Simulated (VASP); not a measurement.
# Li (P-1) in VASP: single point with PBE

Aim: the single point of Li with PBE.

Program: VASP 6.6.1. These are calculated values, not measurements. Logs are shortened: lines on timing, memory, paths and dates and some standing lists are left out, and cuts for length are marked.

**1. The cell of the first run**

The typed cell holds 3 atoms: a = 7.746 Å, b = 7.814 Å, c = 7.832 Å, α = 23.06°, β = 22.76°, γ = 22.99°.

**2. Single point, PBE (equal xy, yz and zx shear strains of -2 %)**

Contents of INCAR:

```
SYSTEM = Li
ALGO = Normal
EDIFF = 1E-6
ENCUT = 520
GGA = PE
ISIF = 2
ISMEAR = -1
LASPH = .True.
LCHARG = .False.
LREAL = .False.
LWAVE = .False.
NBANDS = 12
NELM = 80
PREC = Accurate
SIGMA = 0.05
```

Contents of KPOINTS:

```
k-points
0
Gamma
  12 12 12
  0 0 0
```

Contents of POSCAR:

```
Li
1.0
    1.4656641558      0.8037930055      7.5638432004
   -1.6353337756      0.8348029849      7.5948531797
   -0.0579793801     -1.8662449905      7.6062036199
Li
3
Direct
    0.0000000000      0.0000000000      0.0000000000
    0.2220000000      0.2220000000      0.2220000000
    0.7780000000      0.7780000000      0.7780000000
```

Potentials or basis: VASP PAW PBE potentials, release 64 (Li_sv).

The run is started by

```sh
$ cat potpaw_PBE.64/Li_sv/POTCAR > POTCAR
$ mpirun -np 1 vasp_std > vasp.out
```

OUTCAR:

```text
SYSTEM = Li
   EDIFF = 1E-6
   ENCUT = 520
   GGA = PE
   ISIF = 2
   ISMEAR = -1
   LASPH = .True.
   LREAL = .False.
   NELM = 80
   PREC = Accurate

 ion  position               nearest neighbor table
   1  0.000  0.000  0.000-
   2  0.222  0.222  0.222-
   3  0.778  0.778  0.778-

  LATTYP: Found a triclinic cell.
 ALAT       =     3.1013080157
 B/A-ratio  =     1.0085784350
 C/A-ratio  =     2.4977695085
 COS(alpha) =     0.0093537804
 COS(beta)  =     0.1783871310
 COS(gamma) =     0.5128311706

  Lattice vectors:

 A1 = (  -3.1009979314,   0.0310099794,   0.0310099793)
 A2 = (  -1.5773543955,   2.7010479754,  -0.0113504402)
 A3 = (  -1.4656641558,  -0.8037930055,  -7.5638432004)

Analysis of symmetry for initial positions (statically):
=====================================================================
 Subroutine PRICEL returns:
 Original cell was already a primitive cell.

 Routine SETGRP: Setting up the symmetry group for a
 triclinic supercell.

 Subroutine GETGRP returns: Found  2 space group operations
 (whereof  2 operations were pure point group operations)
 out of a pool of  2 trial point group operations.

The static configuration has the point symmetry S_2 .

Analysis of symmetry for dynamics (positions and initial velocities):
=====================================================================
 Subroutine PRICEL returns:
 Original cell was already a primitive cell.

 Routine SETGRP: Setting up the symmetry group for a
 triclinic supercell.

 Subroutine GETGRP returns: Found  2 space group operations
 (whereof  2 operations were pure point group operations)
 out of a pool of  2 trial point group operations.

The dynamic configuration has the point symmetry S_2 .

 Subroutine INISYM returns: Found  2 space group operations
 (whereof  2 operations are pure point group operations),
 and found     1 'primitive' translations

----------------------------------------------------------------------------------------

                                     Primitive cell

  volume of cell :      63.1752

  direct lattice vectors                    reciprocal lattice vectors
     1.465664156  0.803793005  7.563843200     0.324866802  0.189921507  0.049075157
    -1.635333776  0.834802985  7.594853180    -0.320217189  0.183405508  0.042559157
    -0.057979380 -1.866244991  7.606203620    -0.003318215 -0.371995616  0.040174136

  length of vectors
     7.746352598  7.813642390  7.832021800     0.379495704  0.371467240  0.374173369

  position of ions in fractional coordinates (direct lattice)
     0.000000000  0.000000000  0.000000000
     0.222000000  0.222000000  0.222000000
     0.778000000  0.778000000  0.778000000

  ion indices of the primitive-cell ions
   primitive index   ion index
                 1           1
                 2           2
                 3           3

----------------------------------------------------------------------------------------

 KPOINTS: k-points

Automatic generation of k-mesh.
 Grid dimensions read from file:
 generate k-points for:   12   12   12

 Generating k-lattice:

  Cartesian coordinates                     Fractional coordinates (reciprocal lattice)
     0.027072234  0.015826792  0.004089596     0.083333333  0.000000000  0.000000000
    -0.026684766  0.015283792  0.003546596     0.000000000  0.083333333  0.000000000
    -0.000276518 -0.030999635  0.003347845    -0.000000000  0.000000000  0.083333333

  Length of vectors
     0.031624642  0.030955603  0.031181114

  Shift w.r.t. Gamma in fractional coordinates (k-lattice)
     0.000000000  0.000000000  0.000000000

 Subroutine IBZKPT returns following result:
 ===========================================

 Found    868 irreducible k-points:

 Following reciprocal coordinates:
            Coordinates               Weight
  0.000000  0.000000  0.000000      1.000000
  0.083333 -0.000000  0.000000      2.000000
  0.166667 -0.000000  0.000000      2.000000
  0.250000  0.000000  0.000000      2.000000
  0.333333  0.000000  0.000000      2.000000
  0.416667 -0.000000  0.000000      2.000000
[... 16 lines left out ...]
  0.250000  0.166667  0.000000      2.000000
  0.333333  0.166667  0.000000      2.000000
 [... further k-points ...]
   k-points           NKPTS =    868   k-points in BZ     NKDIM =    868   number of bands    NBANDS=     12
   number of dos      NEDOS =    301   number of ions     NIONS =      3
   total plane-waves  NPLWV = 216000
   dimension x,y,z NGX =    60 NGY =   60 NGZ =   60
   dimension x,y,z NGXF=   120 NGYF=  120 NGZF=  120
   ions per type =               3
   NGX,Y,Z   is equivalent  to a cutoff of  12.88, 12.77, 12.74 a.u.
   NGXF,Y,Z  is equivalent  to a cutoff of  25.75, 25.53, 25.47 a.u.
 SYSTEM =  Li
   PREC   = accura    normal or accurate (medium, high low for compatibility)
   ISTART =      0    job   : 0-new  1-cont  2-samecut
   ICHARG =      2    charge: 1-file 2-atom 10-const
   ISPIN  =      1    spin polarized calculation?
   LNONCOLLINEAR =      F non collinear calculations
   LSORBIT =      F    spin-orbit coupling
   LASPH  =      T    aspherical Exc in radial PAW
   ENCUT  =  520.0 eV  38.22 Ry    6.18 a.u.  14.40 14.53 14.56*2*pi/ulx,y,z
   NELM   =     80;   NELMIN=  2; NELMDL= -5     # of ELM steps
   EDIFF  = 0.1E-05   stopping-criterion for ELM
   LREAL  =      F    real-space projection
   EDIFFG = 0.1E-04   stopping-criterion for IOM
   NSW    =      0    number of steps for IOM
   IBRION =     -1    ionic relax: 0-MD 1-quasi-New 2-CG
   NFREE  =      0    steps in history (QN), initial steepest desc. (CG)
   ISIF   =      2    stress and relaxation
   ISYM   =      2    0-nonsym 1-usesym 2-fastsym
   POTIM  = 0.5000    time-step for ionic-motion
   TEBEG  =    0.0;   TEEND  =   0.0 temperature during run
   PSTRESS=    0.0 pullay stress
   NELECT =       9.0000    total number of electrons
   NUPDOWN=      -1.0000    fix difference up-down
   EMIN   =  10.00;   EMAX   =-10.00  energy-range for DOS
   EFERMI =   0.00;   METHOD = LEGACY
   ISMEAR =    -1;   SIGMA  =   0.05  broadening in eV -4-tet -1-fermi 0-gaus
   EFERMI_NEDOS =   21; number of points for ismear=-14 and -15
   IALGO  =     38    algorithm
   IMIX   =      4    mixing-type and parameters
     AMIX     =   0.40;   BMIX     =  1.00
     AMIX_MAG =   1.60;   BMIX_MAG =  1.00
  volume/ion in A,a.u.               =      21.06       142.11
  Fermi-wavevector in a.u.,A,eV,Ry     =   0.855014  1.615743  9.946531  0.731049
  Thomas-Fermi vector in A             =   1.971699
   LORBIT       =      0    0 simple, 1 ext, 2 COOP (PROOUT), +10 PAW based schemes
   GGA     = PE    functional components
   LHFCALC =     F    Hartree Fock is set to
   AEXX    =    0.0000 exact exchange contribution
   IVDW    =     0    specifies the selected vdW correction
   LEPSILON=     F    determine dielectric tensor
   LRPA    =     F    only Hartree local field effects (RPA)
 non-spin polarized calculation
  energy-cutoff  :      520.00
  volume of cell :       63.18
 maximum number of plane-waves:      1725
 NGX is ok and might be reduce to    60
   NGX = 29   NGY = 29   NGZ = 29

 number of electron       9.0000011 magnetization

 Free energy of the ion-electron system (eV)
  ---------------------------------------------------
  ext. energy  EPLUGINS =         0.00000000
  ---------------------------------------------------
  free energy    TOTEN  =        -5.72259506 eV

  energy without entropy =       -5.71098994  energy(sigma->0) =       -5.71679250

 E-fermi :   0.4976     XC(G=0):  -6.9520

 val. band max:        0.4966345509   @ k =   0.0000   0.4167   0.5000
 cond. band min:       0.4993766768   @ k =   0.4167  -0.0000   0.4167
 fundamental gap:      0.0027421258
 Fermi energy:         0.4976084616

 k-point     1 :       0.0000    0.0000    0.0000
  band No.  band energies     occupation
      1     -46.0764      2.00000
      2     -46.0644      2.00000
      3     -46.0597      2.00000
      4      -2.9901      2.00000
      5      -1.0545      2.00000
      6      -1.0539      2.00000
      7       6.0497      0.00000
      8       6.0749      0.00000
      9      12.7928      0.00000
     10      13.0053      0.00000
     11      13.1543      0.00000
     12      13.2200      0.00000

 k-point     2 :       0.0833   -0.0000    0.0000
  band No.  band energies     occupation
      1     -46.0755      2.00000
      2     -46.0638      2.00000
      3     -46.0591      2.00000
      4      -2.8773      2.00000
      5      -1.0626      2.00000
      6      -0.8070      2.00000
      7       5.8515      0.00000
      8       6.4125      0.00000
      9      11.9987      0.00000
     10      12.0291      0.00000
     11      12.5196      0.00000
     12      12.6182      0.00000

 k-point     3 :       0.1667   -0.0000    0.0000
  band No.  band energies     occupation
      1     -46.0730      2.00000
      2     -46.0622      2.00000
      3     -46.0574      2.00000
      4      -2.5380      2.00000
      5      -0.8389      2.00000
      6      -0.3186      2.00000
      7       5.7488      0.00000
      8       6.8810      0.00000
      9       9.9877      0.00000
     10      10.7029      0.00000
     11      10.9642      0.00000
     12      11.5576      0.00000
[... 286 lines left out ...]
 k-point    23 :       0.2500    0.1667    0.0000
  band No.  band energies     occupation
      1     -46.0708      2.00000
      2     -46.0611      2.00000
      3     -46.0558      2.00000
      4      -2.1701      2.00000
      5      -0.8029      2.00000
      6       0.3876      1.80067
      7       5.2872      0.00000
      8       7.4673      0.00000
      9       8.8423      0.00000
     10       9.3566      0.00000
     11       9.8904      0.00000
     12      11.1445      0.00000

 k-point    24 :       0.3333    0.1667    0.0000
  band No.  band energies     occupation
      1     -46.0678      2.00000
      2     -46.0589      2.00000
      3     -46.0540      2.00000
      4      -1.5871      2.00000
      5      -0.3530      2.00000
      6       1.1236      0.00001
      7       5.2553      0.00000
      8       7.2590      0.00000
      9       7.4201      0.00000
     10       8.1163      0.00000
     11       8.8296      0.00000
     12      10.1449      0.00000

 [... further k-points ...]
[... 5 lines left out ...]
  --------------------------------------------------------------------------------------
  -------------------------------------------------------------------------------------
  Total       -0.1923336     -0.2046457     -0.2917878      0.0785000      0.0414212      0.0531715
  in kB       -4.8777410     -5.1899879     -7.3999852      1.9908264      1.0504765      1.3484729
  external PRESSURE =      -5.8225714 kB  Pullay stress =       0.0000000 kB

 VOLUME and BASIS-vectors are now :
 -----------------------------------------------------------------------------
  energy-cutoff  :      520.00
  volume of cell :       63.18
      direct lattice vectors                 reciprocal lattice vectors
     1.465664156  0.803793005  7.563843200     0.324866802  0.189921507  0.049075157
    -1.635333776  0.834802985  7.594853180    -0.320217189  0.183405508  0.042559157
    -0.057979380 -1.866244991  7.606203620    -0.003318215 -0.371995616  0.040174136

 POSITION                                       TOTAL-FORCE (eV/Angst)
 -----------------------------------------------------------------------------------
      0.00000      0.00000      0.00000         0.000000      0.000000      0.000000
     -0.05054     -0.05054      5.05381        -0.008926      0.000727      0.008651
     -0.17711     -0.17711     17.71109         0.008926     -0.000727     -0.008651
 -----------------------------------------------------------------------------------
    total drift:                               -0.000000     -0.000000      0.000000

  FREE ENERGIE OF THE ION-ELECTRON SYSTEM (eV)
  ---------------------------------------------------
  free  energy   TOTEN  =        -5.7225950574 eV

  energy  without entropy=       -5.7109899429  energy(sigma->0) =       -5.71679250
```

Run time: 75 min. Hardware: 1 thread of Intel Xeon 8259CL, shared host; peak memory 0.82 GiB.

Results:

- Free energy: -5.7226 eV
- Largest force: 0.012 eV/Å
- Band gap on the k mesh: zero (an odd number of electrons rules out a gap without spin polarisation)

Forces in eV/Å, atoms in the order of the input:
```
Li   0.000  0.000  0.000
Li  -0.009  0.001  0.009
Li   0.009 -0.001 -0.009
```

Levels at points of the mesh, in eV from the Fermi level:
```csv
k point,band 2,band 3,band 4,band 5,band 6,band 7,band 8,band 9
"(0.00, 0.00, 0.00)",-46.56,-46.56,-3.49,-1.55,-1.55,5.55,5.58,12.30
"(0.50, 0.00, 0.00)",-46.55,-46.55,0.06,0.94,1.00,3.58,4.02,4.64
"(0.00, 0.50, 0.00)",-46.55,-46.55,-0.10,0.74,1.02,3.60,3.64,4.26
"(0.50, 0.50, 0.00)",-46.55,-46.55,0.29,0.30,1.18,3.04,4.45,5.51
"(0.00, 0.00, 0.50)",-46.55,-46.55,-0.05,0.79,1.14,3.65,3.75,4.26
"(0.50, 0.00, 0.50)",-46.55,-46.55,0.21,0.27,1.09,3.01,4.28,5.37
"(0.00, 0.50, 0.50)",-46.55,-46.55,0.27,0.46,1.21,3.34,4.25,5.33
"(0.50, 0.50, 0.50)",-46.57,-46.56,-3.00,-3.00,0.03,2.83,10.26,10.31
```

Caveat: the cell differs from its parent crystal (equal xy, yz and zx shear strains of -2 %); the cutoff is under 1.25 times the usual one of these potentials, so pressure, stress and relaxed cells hold a basis-set (Pulay) error.
